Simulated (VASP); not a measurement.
# CoSi in VASP: further runs

CoSi is run at these levels: PBE; tasks: single point.

Everything below comes from runs of VASP 6.6.1. Logs are shortened: lines on timing, memory, paths and dates and some standing lists are left out, and cuts for length are marked.

## 1. The cell of the first run

It takes space group Pm-3m (No. 221, cubic). The conventional cell has a = 2.800 Å, b = 2.800 Å, c = 2.800 Å, α = 90.00°, β = 90.00°, γ = 90.00°. Within 3.2 Å of Co (site symmetry m-3m) lie 8 Si at 2.42 Å and 6 Co at 2.80 Å. Si (site symmetry m-3m) has 8 Co at 2.42 Å and 6 Si at 2.80 Å within 3.2 Å.

## 2. Single point, PBE, collinear spin, ferromagnetic start (10.97 Å³/atom)

The input, INCAR:

```
ALGO     = Normal         # electronic algorithm
EDIFF    = 1E-6           # SCF threshold, eV
ENCUT    = 520            # plane-wave cutoff, eV
GGA      = PE             # functional
ISIF     = 2              # what is computed and relaxed
ISMEAR   = -1             # smearing method
ISPIN    = 2              # spin polarisation
LASPH    = T              # aspherical terms in the spheres
LCHARG   = T              # write CHGCAR
LELF     = T              # ELF
LMAXMIX  = 4              # l up to which the mixer works
LORBIT   = 11             # projections on sites
LREAL    = F              # projectors in reciprocal space
LVHAR    = T            
LWAVE    = F              # write WAVECAR
MAGMOM   = 2 0            # initial moments
NBANDS   = 18             # bands
NELM     = 150            # most SCF steps
PREC     = Accurate       # precision mode
SIGMA    = 0.05           # smearing width, eV
```

The input, KPOINTS:

```
k-points
0
Gamma
  10 10 10
```

The input, POSCAR:

```
CoSi
1.0
    2.7997539673      0.0000000000      0.0000000000
    0.0000000000      2.7997539673      0.0000000000
    0.0000000000      0.0000000000      2.7997539673
Co Si
1 1
Direct
    0.0000000000      0.0000000000      0.0000000000
    0.5000000000      0.5000000000      0.5000000000
```

Potentials or basis: VASP PAW PBE potentials, release 64 (Co, Si).

Started as:

```console
cat potpaw_PBE.64/Co/POTCAR potpaw_PBE.64/Si/POTCAR > POTCAR
mpirun -np 1 vasp_std > vasp.out
```

OUTCAR:

```text
EDIFF = 1E-6
   ENCUT = 520
   GGA = PE
   ISIF = 2
   ISMEAR = -1
   ISPIN = 2
   LASPH = T
   LORBIT = 11
   LREAL = F
   NELM = 150
   PREC = Accurate

 ion  position               nearest neighbor table
   1  0.000  0.000  0.000-   2 2.42   2 2.42   2 2.42   2 2.42   2 2.42   2 2.42   2 2.42   2 2.42

   2  0.500  0.500  0.500-   1 2.42   1 2.42   1 2.42   1 2.42   1 2.42   1 2.42   1 2.42   1 2.42

  LATTYP: Found a simple cubic cell.
 ALAT       =     2.7997539673

  Lattice vectors:

 A1 = (   2.7997539673,   0.0000000000,   0.0000000000)
 A2 = (   0.0000000000,   2.7997539673,   0.0000000000)
 A3 = (   0.0000000000,   0.0000000000,   2.7997539673)

Analysis of symmetry for initial positions (statically):
=====================================================================
 Subroutine PRICEL returns:
 Original cell was already a primitive cell.

 Routine SETGRP: Setting up the symmetry group for a
 simple cubic supercell.

 Subroutine GETGRP returns: Found 48 space group operations
 (whereof 48 operations were pure point group operations)
 out of a pool of 48 trial point group operations.

The static configuration has the point symmetry O_h .

Analysis of symmetry for dynamics (positions and initial velocities):
=====================================================================
 Subroutine PRICEL returns:
 Original cell was already a primitive cell.

 Routine SETGRP: Setting up the symmetry group for a
 simple cubic supercell.

 Subroutine GETGRP returns: Found 48 space group operations
 (whereof 48 operations were pure point group operations)
 out of a pool of 48 trial point group operations.

The dynamic configuration has the point symmetry O_h .

Analysis of structural, dynamic, and magnetic symmetry:
=====================================================================
 Subroutine PRICEL returns:
 Original cell was already a primitive cell.

 Routine SETGRP: Setting up the symmetry group for a
 simple cubic supercell.

 Subroutine GETGRP returns: Found 48 space group operations
 (whereof 48 operations were pure point group operations)
 out of a pool of 48 trial point group operations.

The overall configuration has the point symmetry O_h .

 Subroutine INISYM returns: Found 48 space group operations
 (whereof 48 operations are pure point group operations),
 and found     1 'primitive' translations

----------------------------------------------------------------------------------------

                                     Primitive cell

  volume of cell :      21.9462

  direct lattice vectors                    reciprocal lattice vectors
     2.799753967  0.000000000  0.000000000     0.357174242  0.000000000  0.000000000
     0.000000000  2.799753967  0.000000000     0.000000000  0.357174242  0.000000000
     0.000000000  0.000000000  2.799753967     0.000000000  0.000000000  0.357174242

  length of vectors
     2.799753967  2.799753967  2.799753967     0.357174242  0.357174242  0.357174242

  position of ions in fractional coordinates (direct lattice)
     0.000000000  0.000000000  0.000000000
     0.500000000  0.500000000  0.500000000

  ion indices of the primitive-cell ions
   primitive index   ion index
                 1           1
                 2           2

----------------------------------------------------------------------------------------

 KPOINTS: k-points

Automatic generation of k-mesh.
 Grid dimensions read from file:
 generate k-points for:   10   10   10

 Generating k-lattice:

  Cartesian coordinates                     Fractional coordinates (reciprocal lattice)
     0.035717424  0.000000000  0.000000000     0.100000000  0.000000000  0.000000000
     0.000000000  0.035717424  0.000000000     0.000000000  0.100000000  0.000000000
     0.000000000  0.000000000  0.035717424     0.000000000  0.000000000  0.100000000

  Length of vectors
     0.035717424  0.035717424  0.035717424

  Shift w.r.t. Gamma in fractional coordinates (k-lattice)
     0.000000000  0.000000000  0.000000000

 Subroutine IBZKPT returns following result:
 ===========================================

 Found     56 irreducible k-points:

 Following reciprocal coordinates:
            Coordinates               Weight
  0.000000  0.000000  0.000000      1.000000
  0.100000  0.000000  0.000000      6.000000
  0.200000  0.000000  0.000000      6.000000
  0.300000  0.000000  0.000000      6.000000
  0.400000  0.000000  0.000000      6.000000
  0.500000  0.000000  0.000000      3.000000
[... 16 lines left out ...]
  0.200000  0.100000  0.100000     24.000000
  0.300000  0.100000  0.100000     24.000000
 [... further k-points ...]
   k-points           NKPTS =     56   k-points in BZ     NKDIM =     56   number of bands    NBANDS=     18
   number of dos      NEDOS =    301   number of ions     NIONS =      2
   total plane-waves  NPLWV =  13824
   dimension x,y,z NGX =    24 NGY =   24 NGZ =   24
   dimension x,y,z NGXF=    48 NGYF=   48 NGZF=   48
   ions per type =               1   1
   NGX,Y,Z   is equivalent  to a cutoff of  14.25, 14.25, 14.25 a.u.
   NGXF,Y,Z  is equivalent  to a cutoff of  28.50, 28.50, 28.50 a.u.
 SYSTEM =  unknown system
   PREC   = accura    normal or accurate (medium, high low for compatibility)
   ISTART =      0    job   : 0-new  1-cont  2-samecut
   ICHARG =      2    charge: 1-file 2-atom 10-const
   ISPIN  =      2    spin polarized calculation?
   LNONCOLLINEAR =      F non collinear calculations
   LSORBIT =      F    spin-orbit coupling
   LASPH  =      T    aspherical Exc in radial PAW
   ENCUT  =  520.0 eV  38.22 Ry    6.18 a.u.   5.21  5.21  5.21*2*pi/ulx,y,z
   NELM   =    150;   NELMIN=  2; NELMDL= -5     # of ELM steps
   EDIFF  = 0.1E-05   stopping-criterion for ELM
   LREAL  =      F    real-space projection
   EDIFFG = 0.1E-04   stopping-criterion for IOM
   NSW    =      0    number of steps for IOM
   IBRION =     -1    ionic relax: 0-MD 1-quasi-New 2-CG
   NFREE  =      0    steps in history (QN), initial steepest desc. (CG)
   ISIF   =      2    stress and relaxation
   ISYM   =      2    0-nonsym 1-usesym 2-fastsym
   POTIM  = 0.5000    time-step for ionic-motion
   TEBEG  =    0.0;   TEEND  =   0.0 temperature during run
   PSTRESS=    0.0 pullay stress
   NELECT =      13.0000    total number of electrons
   NUPDOWN=      -1.0000    fix difference up-down
   EMIN   =  10.00;   EMAX   =-10.00  energy-range for DOS
   EFERMI =   0.00;   METHOD = LEGACY
   ISMEAR =    -1;   SIGMA  =   0.05  broadening in eV -4-tet -1-fermi 0-gaus
   EFERMI_NEDOS =   21; number of points for ismear=-14 and -15
   IALGO  =     38    algorithm
   IMIX   =      4    mixing-type and parameters
     AMIX     =   0.40;   BMIX     =  1.00
     AMIX_MAG =   1.60;   BMIX_MAG =  1.00
  volume/ion in A,a.u.               =      10.97        74.05
  Fermi-wavevector in a.u.,A,eV,Ry     =   1.374895  2.598174 25.719572  1.890335
  Thomas-Fermi vector in A             =   2.500280
   LORBIT       =     11    0 simple, 1 ext, 2 COOP (PROOUT), +10 PAW based schemes
   GGA     = PE    functional components
   LHFCALC =     F    Hartree Fock is set to
   AEXX    =    0.0000 exact exchange contribution
   IVDW    =     0    specifies the selected vdW correction
   LEPSILON=     F    determine dielectric tensor
   LRPA    =     F    only Hartree local field effects (RPA)
 spin polarized calculation
  energy-cutoff  :      520.00
  volume of cell :       21.95
 maximum number of plane-waves:       624
 NGX is ok and might be reduce to    24
   NGX = 11   NGY = 11   NGZ = 11

 number of electron      12.9999999 magnetization       0.5499172

 Free energy of the ion-electron system (eV)
  ---------------------------------------------------
  ext. energy  EPLUGINS =         0.00000000
  ---------------------------------------------------
  free energy    TOTEN  =       -13.28796073 eV

  energy without entropy =      -13.27299429  energy(sigma->0) =      -13.28047751

 E-fermi :  12.5664     XC(G=0): -12.8422

 val. band max:       12.5581618466   @ k =   0.4000   0.3000   0.0000
 cond. band min:      12.5808177315   @ k =   0.4000   0.0000   0.0000
 fundamental gap:      0.0226558849
 Fermi energy:        12.5664121898

 spin component 1

 k-point     1 :       0.0000    0.0000    0.0000
  band No.  band energies     occupation
      1      -1.5475      1.00000
      2       8.4993      1.00000
      3       8.4993      1.00000
      4      10.9940      1.00000
      5      10.9940      1.00000
      6      10.9940      1.00000
[... 10 lines left out ...]
     17      35.7704      0.00000
     18      35.7707      0.00000

 k-point     2 :       0.1000    0.0000    0.0000
  band No.  band energies     occupation
      1      -1.3581      1.00000
      2       8.4012      1.00000
      3       8.5602      1.00000
      4      10.8354      1.00000
      5      10.8354      1.00000
      6      11.0075      1.00000
[... 10 lines left out ...]
     17      34.7338      0.00000
     18      36.2354      0.00000

 k-point     3 :       0.2000    0.0000    0.0000
  band No.  band energies     occupation
      1      -0.7968      1.00000
      2       7.8969      1.00000
      3       8.7251      1.00000
      4      10.4808      1.00000
      5      10.4808      1.00000
      6      11.0431      1.00000
[... 412 lines left out ...]
 k-point    23 :       0.2000    0.1000    0.1000
  band No.  band energies     occupation
      1      -0.4319      1.00000
      2       8.0553      1.00000
      3       8.6375      1.00000
      4      10.2271      1.00000
      5      10.3580      1.00000
      6      10.7821      1.00000
[... 10 lines left out ...]
     17      34.1724      0.00000
     18      37.4283      0.00000

 k-point    24 :       0.3000    0.1000    0.1000
  band No.  band energies     occupation
      1       0.4601      1.00000
      2       6.8875      1.00000
      3       8.8686      1.00000
      4       9.9552      1.00000
      5      10.0444      1.00000
      6      10.8478      1.00000
[... 10 lines left out ...]
     17      32.7854      0.00000
     18      37.7884      0.00000

 [... further k-points ...]

 spin component 2

 k-point     1 :       0.0000    0.0000    0.0000
  band No.  band energies     occupation
      1      -1.5400      1.00000
      2       9.1056      1.00000
      3       9.1056      1.00000
      4      11.3580      1.00000
      5      11.3580      1.00000
      6      11.3580      1.00000
[... 10 lines left out ...]
     17      35.7382      0.00000
     18      35.7382      0.00000

 k-point     2 :       0.1000    0.0000    0.0000
  band No.  band energies     occupation
      1      -1.3506      1.00000
      2       8.9526      1.00000
      3       9.1750      1.00000
      4      11.1847      1.00000
      5      11.1847      1.00000
      6      11.3722      1.00000
[... 10 lines left out ...]
     17      34.8350      0.00000
     18      36.2516      0.00000

 k-point     3 :       0.2000    0.0000    0.0000
  band No.  band energies     occupation
      1      -0.7892      1.00000
      2       8.2590      1.00000
      3       9.3641      1.00000
      4      10.8054      1.00000
      5      10.8054      1.00000
      6      11.4096      1.00000
[... 412 lines left out ...]
 k-point    23 :       0.2000    0.1000    0.1000
  band No.  band energies     occupation
      1      -0.4243      1.00000
      2       8.4208      1.00000
      3       9.1867      1.00000
      4      10.5479      1.00000
      5      10.7222      1.00000
      6      11.1470      1.00000
[... 10 lines left out ...]
     17      34.2448      0.00000
     18      37.5606      0.00000

 k-point    24 :       0.3000    0.1000    0.1000
  band No.  band energies     occupation
      1       0.4682      1.00000
      2       7.0498      1.00000
      3       9.4149      1.00000
      4      10.3489      1.00000
      5      10.3733      1.00000
      6      11.2134      1.00000
[... 10 lines left out ...]
     17      32.8457      0.00000
     18      37.8628      0.00000

 [... further k-points ...]

------------------------ aborting loop because EDIFF is reached ----------------------------------------

  FORCE on cell =-STRESS in cart. coord.  units (eV):
  Direction    XX          YY          ZZ          XY          YZ          ZX
  --------------------------------------------------------------------------------------
  -------------------------------------------------------------------------------------
  Total       -0.4826336     -0.4826336     -0.4826336     -0.0000000     -0.0000000      0.0000000
  in kB      -35.2345305    -35.2345305    -35.2345305     -0.0000000     -0.0000000      0.0000000
  external PRESSURE =     -35.2345305 kB  Pullay stress =       0.0000000 kB

 VOLUME and BASIS-vectors are now :
 -----------------------------------------------------------------------------
  energy-cutoff  :      520.00
  volume of cell :       21.95
      direct lattice vectors                 reciprocal lattice vectors
     2.799753967  0.000000000  0.000000000     0.357174242  0.000000000  0.000000000
     0.000000000  2.799753967  0.000000000     0.000000000  0.357174242  0.000000000
     0.000000000  0.000000000  2.799753967     0.000000000  0.000000000  0.357174242

 POSITION                                       TOTAL-FORCE (eV/Angst)
 -----------------------------------------------------------------------------------
      0.00000      0.00000      0.00000         0.000000      0.000000      0.000000
      1.39988      1.39988      1.39988         0.000000      0.000000      0.000000
 -----------------------------------------------------------------------------------
    total drift:                                0.000000      0.000000      0.000000

  FREE ENERGIE OF THE ION-ELECTRON SYSTEM (eV)
  ---------------------------------------------------
  free  energy   TOTEN  =       -13.2879607272 eV

  energy  without entropy=      -13.2729942857  energy(sigma->0) =      -13.28047751

 total charge

# of ion       s       p       d       tot
------------------------------------------
    1        0.430   0.568   7.560   8.558
    2        0.713   0.851   0.000   1.563
--------------------------------------------------
tot          1.143   1.419   7.560  10.122

 magnetization (x)

# of ion       s       p       d       tot
------------------------------------------
    1        0.007   0.000   0.549   0.556
    2        0.001   0.010   0.000   0.010
--------------------------------------------------
tot          0.008   0.010   0.549   0.567
```

Run time: 62 s. Hardware: 1 thread of Intel Xeon 8259CL, shared host; peak memory 0.17 GiB.

Results:

* Free energy: -13.2880 eV
* Pressure: -3.5 GPa
* Net moment: 0.55 μB per cell
* Site moments: Co +0.56; Si +0.01 μB
* Valence electrons inside the program's atomic spheres: Co 8.56; Si 1.56

Caveat: the cell stands under tension.

(Part 1 of 2 ends here.)
